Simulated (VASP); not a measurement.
# BaO (Fm-3m) in VASP: single point with PBE0

Aim: the single point of BaO with PBE0.

All numbers are computed with VASP 6.6.1; they aren't measurements. Logs are shortened: lines on timing, memory, paths and dates and some standing lists are left out, and cuts for length are marked.

### Step 1. The cell of the first run

Symmetry: Fm-3m, No. 225, cubic system. The conventional cell has a = 5.544 Å, b = 5.544 Å, c = 5.544 Å, α = 90.00°, β = 90.00°, γ = 90.00°. Within 3.7 Å of Ba (site symmetry m-3m) lie 6 O at 2.77 Å. O (site symmetry m-3m) has 6 Ba at 2.77 Å within 3.7 Å.

### Step 2. Single point, PBE0

The input, POSCAR:

```
BaO
1.0
    0.0000000000      2.7719428465      2.7719428465
    2.7719428465      0.0000000000      2.7719428465
    2.7719428465      2.7719428465      0.0000000000
Ba O
1 1
Direct
    0.0000000000      0.0000000000      0.0000000000
    0.5000000000      0.5000000000      0.5000000000
```

The input, INCAR.step1:

```
SYSTEM = BaO
ALGO = Normal
EDIFF = 1E-5
ENCUT = 520
GGA = PE
GGA_COMPAT = .FALSE.
ISIF = 2
ISMEAR = 0
LASPH = .TRUE.
LCHARG = .FALSE.
LREAL = .FALSE.
LWAVE = .TRUE.
NBANDS = 15
NELM = 120
PREC = Accurate
SIGMA = 0.01
```

The input, INCAR.step2:

```
SYSTEM = BaO
AEXX = 0.25
ALGO = Normal
EDIFF = 1E-6
ENCUT = 520
GGA = PE
GGA_COMPAT = .FALSE.
ISIF = 2
ISMEAR = 0
ISTART = 1
LASPH = .TRUE.
LCHARG = .FALSE.
LHFCALC = .TRUE.
LREAL = .FALSE.
LWAVE = .FALSE.
NBANDS = 15
NELM = 120
PREC = Accurate
PRECFOCK = Normal
SIGMA = 0.01
```

The input, KPOINTS:

```
k-points
0
G
  6 6 6
  0 0 0
```

Potentials or basis: VASP PAW PBE potentials, release 64 (Ba_sv, O).

On the command line:

```
$ cat potpaw_PBE.64/Ba_sv/POTCAR potpaw_PBE.64/O/POTCAR > POTCAR
$ cp INCAR.step1 INCAR
$ mpirun -np 1 vasp_std > vasp.out
$ cp INCAR.step2 INCAR
$ mpirun -np 1 vasp_std > vasp.out
```

OUTCAR:

```text
SYSTEM = BaO
   AEXX = 0.25
   EDIFF = 1E-6
   ENCUT = 520
   GGA = PE
   ISIF = 2
   ISMEAR = 0
   ISTART = 1
   LASPH = .TRUE.
   LHFCALC = .TRUE.
   LREAL = .FALSE.
   NELM = 120
   PREC = Accurate
   PRECFOCK = Normal

 ion  position               nearest neighbor table
   1  0.000  0.000  0.000-   2 2.77   2 2.77   2 2.77   2 2.77   2 2.77   2 2.77
   2  0.500  0.500  0.500-   1 2.77   1 2.77   1 2.77   1 2.77   1 2.77   1 2.77

  LATTYP: Found a face centered cubic cell.
 ALAT       =     5.5438856930

  Lattice vectors:

 A1 = (   0.0000000000,   2.7719428465,   2.7719428465)
 A2 = (   2.7719428465,   0.0000000000,   2.7719428465)
 A3 = (   2.7719428465,   2.7719428465,   0.0000000000)

Analysis of symmetry for initial positions (statically):
=====================================================================
 Subroutine PRICEL returns:
 Original cell was already a primitive cell.

 Routine SETGRP: Setting up the symmetry group for a
 face centered cubic supercell.

 Subroutine GETGRP returns: Found 48 space group operations
 (whereof 48 operations were pure point group operations)
 out of a pool of 48 trial point group operations.

The static configuration has the point symmetry O_h .

Analysis of symmetry for dynamics (positions and initial velocities):
=====================================================================
 Subroutine PRICEL returns:
 Original cell was already a primitive cell.

 Routine SETGRP: Setting up the symmetry group for a
 face centered cubic supercell.

 Subroutine GETGRP returns: Found 48 space group operations
 (whereof 48 operations were pure point group operations)
 out of a pool of 48 trial point group operations.

The dynamic configuration has the point symmetry O_h .

 Subroutine INISYM returns: Found 48 space group operations
 (whereof 48 operations are pure point group operations),
 and found     1 'primitive' translations

----------------------------------------------------------------------------------------

                                     Primitive cell

  volume of cell :      42.5974

  direct lattice vectors                    reciprocal lattice vectors
     0.000000000  2.771942847  2.771942847    -0.180378899  0.180378899  0.180378899
     2.771942847  0.000000000  2.771942847     0.180378899 -0.180378899  0.180378899
     2.771942847  2.771942847  0.000000000     0.180378899  0.180378899 -0.180378899

  length of vectors
     3.920119168  3.920119168  3.920119168     0.312425418  0.312425418  0.312425418

  position of ions in fractional coordinates (direct lattice)
     0.000000000  0.000000000  0.000000000
     0.500000000  0.500000000  0.500000000

  ion indices of the primitive-cell ions
   primitive index   ion index
                 1           1
[... 88 lines left out ...]
   LORBIT       =      0    0 simple, 1 ext, 2 COOP (PROOUT), +10 PAW based schemes
   GGA     = PE    functional components
   LHFCALC =     T    Hartree Fock is set to
   PRECFOCK=normal    Normal, Fast or Accurate (Low or Medium for compatibility)
   ENCUT4O =  -1.0   cutoff for four orbital integrals eV
   NKREDX  =     1    reduce k-point grid by
   NKREDY  =     1    reduce k-point grid by
   NKREDZ  =     1    reduce k-point grid by
   AEXX    =    0.2500 exact exchange contribution
   HFSCREEN=    0.0000 screening length (either q_TF or 0.3 A-1)
   HFSCREENC=   0.0000 screening length for correlation (either q_TF or 0.3 A-1)
   ENCUTFOCK=  -1.0 apply spherical cutoff to Coloumb kernel
   IVDW    =     0    specifies the selected vdW correction
   LEPSILON=     F    determine dielectric tensor
   LRPA    =     F    only Hartree local field effects (RPA)
 non-spin polarized calculation
 Gauss-broadening in eV      SIGMA  =   0.01
  energy-cutoff  :      520.00
  volume of cell :       42.60
 maximum number of plane-waves:      1167
 NGX is ok and might be reduce to    30
  NGX = 24; NGY = 24; NGZ = 24

 number of electron      15.9999999 magnetization

 Free energy of the ion-electron system (eV)
  ---------------------------------------------------
  ext. energy  EPLUGINS =         0.00000000
  ---------------------------------------------------
  free energy    TOTEN  =       -14.45441490 eV

  energy without entropy =      -14.45441490  energy(sigma->0) =      -14.45441490

 E-fermi :   0.6160     XC(G=0):  -7.5655

 val. band max:        0.5144126019   @ k =   0.5000   0.5000   0.0000
 cond. band min:       4.5076317281   @ k =   0.5000   0.5000   0.0000
 fundamental gap:      3.9932191262
 Fermi energy:         0.6159835520

 k-point     1 :       0.0000    0.0000    0.0000
  band No.  band energies     occupation
      1     -26.9132      2.00000
      2     -16.0133      2.00000
      3     -10.3157      2.00000
      4     -10.3157      2.00000
      5     -10.3157      2.00000
      6       0.1314      2.00000
      7       0.1314      2.00000
      8       0.1314      2.00000
      9       6.0919      0.00000
     10       7.3850      0.00000
     11       7.3850      0.00000
     12       7.3850      0.00000
     13       9.7273      0.00000
     14       9.7273      0.00000
[... 257 lines left out ...]
      2     -16.3476      2.00000
      3     -11.6989      2.00000
      4     -11.2145      2.00000
      5     -10.5430      2.00000
      6      -0.6340      2.00000
      7       0.2709      2.00000
      8       0.3899      2.00000
      9       5.8612      0.00000
     10       8.9460      0.00000
     11       9.4637      0.00000
     12      12.5306      0.00000
     13      12.7446      0.00000
     14      15.0097      0.00000
     15      15.2977      0.00000

------------------------ aborting loop because EDIFF is reached ----------------------------------------

  FORCE on cell =-STRESS in cart. coord.  units (eV):
  Direction    XX          YY          ZZ          XY          YZ          ZX
  --------------------------------------------------------------------------------------
  -------------------------------------------------------------------------------------
  Total        0.2752945      0.2752945      0.2752945     -0.0000000      0.0000000     -0.0000000
  in kB       10.3544077     10.3544077     10.3544077     -0.0000000      0.0000000     -0.0000000
  external PRESSURE =      10.3544077 kB  Pullay stress =       0.0000000 kB

 VOLUME and BASIS-vectors are now :
 -----------------------------------------------------------------------------
  energy-cutoff  :      520.00
  volume of cell :       42.60
      direct lattice vectors                 reciprocal lattice vectors
     0.000000000  2.771942847  2.771942847    -0.180378899  0.180378899  0.180378899
     2.771942847  0.000000000  2.771942847     0.180378899 -0.180378899  0.180378899
     2.771942847  2.771942847  0.000000000     0.180378899  0.180378899 -0.180378899

 POSITION                                       TOTAL-FORCE (eV/Angst)
 -----------------------------------------------------------------------------------
      0.00000      0.00000      0.00000         0.000000     -0.000000      0.000000
      2.77194      2.77194      2.77194        -0.000000      0.000000     -0.000000
 -----------------------------------------------------------------------------------
    total drift:                               -0.000000      0.000000      0.000000

  FREE ENERGIE OF THE ION-ELECTRON SYSTEM (eV)
  ---------------------------------------------------
  free  energy   TOTEN  =       -14.4544148982 eV

  energy  without entropy=      -14.4544148982  energy(sigma->0) =      -14.45441490
```

OUTCAR.step1:

```text
SYSTEM = BaO
   EDIFF = 1E-5
   ENCUT = 520
   GGA = PE
   ISIF = 2
   ISMEAR = 0
[... 500 lines left out ...]
      0.00000      0.00000      0.00000        -0.000000     -0.000000      0.000000
      2.77194      2.77194      2.77194         0.000000      0.000000     -0.000000
 -----------------------------------------------------------------------------------
    total drift:                                0.000000      0.000000      0.000000

  FREE ENERGIE OF THE ION-ELECTRON SYSTEM (eV)
  ---------------------------------------------------
  free  energy   TOTEN  =       -11.7946390990 eV

  energy  without entropy=      -11.7946390990  energy(sigma->0) =      -11.79463910
```

Run time: 44 min. Hardware: 1 thread of AMD EPYC 7R43 (Zen 3), shared host; peak memory 0.15 GiB.

Results:

```yaml
Free_energy: -14.4544 eV
Pressure: 1.0 GPa
Band_gap_on_the_k_mesh: 3.99 eV
```

Caveat: the PAW data sets were made with another functional, which shifts forces and pressure a little; spin-orbit coupling is left out, which moves the levels of the heavy elements.
